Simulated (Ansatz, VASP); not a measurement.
# TlAuS: VASP beside Ansatz

File INCAR:

```
SYSTEM = TlAuS
ALGO = Normal
DIPOL = 0.5 0.5 0.496
EDIFF = 1E-6
ENCUT = 520
GGA = PE
IDIPOL = 3
ISIF = 2
ISMEAR = 0
LASPH = .TRUE.
LCHARG = .TRUE.
LDIPOL = .TRUE.
LELF = .TRUE.
LREAL = .FALSE.
LVACPOTAV = .TRUE.
LVHAR = .TRUE.
LWAVE = .FALSE.
NBANDS = 22
NELM = 80
PREC = Accurate
SIGMA = 0.1
```

The input KPOINTS:

```
k-points
0
G
  6 6 1
  0 0 0
```

Contents of POSCAR:

```
TlAuS
1.0
    3.4222707700      0.0000000000      0.0000000000
   -1.7111353800      2.9637736500      0.0000000000
    0.0000000000      0.0000000000     17.0000000000
Tl S Au
1 1 1
Direct
    0.0000000000      0.0000000000      0.4890588200
    0.3333333300      0.6666666700      0.4118903300
    0.6666666700      0.3333333300      0.5881096700
```

Input for Ansatz:

```yaml
crystal:
  lattice:
    - [3.42227077, 0.0, 0.0]
    - [-1.71113538, 2.96377365, 0.0]
    - [0.0, 0.0, 17.0]
  atoms:
    - { symbol: Tl, position: [0.0, 0.0, 0.48905882] }
    - { symbol: S, position: [0.33333333, 0.66666667, 0.41189033] }
    - { symbol: Au, position: [0.66666667, 0.33333333, 0.58810967] }
  periodic: [true, true, false]
basis:
  ecutwfc: 420
kpoints:
  mp_grid: { grid: [6, 6, 1] }
hamiltonian:
  xc: pbe
scf:
  occupations: { method: gaussian, width: 0.1 }
  lower_state_search: "off"
output:
  forces: true
  stress: true
  eigenvalues: true
```

Alike in both runs: task single point; functional PBE; k mesh 6 × 6 × 1; occupations gaussian, width 0.1 eV; no spin polarisation.

|  | VASP | Ansatz |
| --- | --- | --- |
| version | VASP 6.6.1 | Ansatz 0.2.0 |
| potentials or method | VASP PAW PBE potentials, release 64 (Tl_d, S, Au), cutoff 520 eV | scalar-relativistic, plane waves, PAW |
| valence electrons in the cell | 30 | 38 |

Ansatz gave:

```
gap on the k mesh at the Fermi level (eV) : 0.19
least direct gap on the mesh (eV)         : 0.31
rms of the force components (eV/Å)        : 1.769
```

Problem. Which values does VASP return?

Solution. gap on the k mesh at the Fermi level (eV): 0.21; least direct gap on the mesh (eV): 0.31; rms of the force components (eV/Å): 1.761.

Atom by atom the forces differ by 0.020 eV/Å (rms over components). VASP's potentials hold 30 valence electrons a cell and Ansatz's 38, so a difference there can come from the potentials and not from the codes. Ansatz's warnings: slab cell height set, structure snapped to symmetry.

Neither program's run includes spin-orbit coupling.
